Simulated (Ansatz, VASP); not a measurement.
# Two plane-wave programs on IrS

```
CELL_PARAMETERS angstrom
0.00000 2.45728 2.45728
2.45728 0.00000 2.45728
2.45728 2.45728 0.00000
ATOMIC_POSITIONS crystal
Ir 0.50000 0.50000 0.50000
S 0.00000 0.00000 0.00000
```

Alike in both runs: task single point; functional r2SCAN; k mesh 12 × 12 × 12; occupations gaussian, width 0.05 eV; no spin polarisation.

```csv
,VASP,Ansatz
version,VASP 6.6.1,Ansatz 0.2.0
potentials or method,"VASP PAW PBE potentials, release 64 (Ir_sv_GW, S), cutoff 620 eV","scalar-relativistic, plane waves, PAW"
valence electrons in the cell,23,23
```

|  | VASP | Ansatz | Ansatz less VASP |
| --- | --- | --- | --- |
| gap on the k mesh at the Fermi level (eV) | none | none | - |
| pressure (GPa) | 0.1 | 0.8 | +0.69 |

VASP's potentials were made for PBE, not for r2SCAN. A gap of «none» marks a metal or a gap that the smearing closes.

Neither program's run includes spin-orbit coupling.
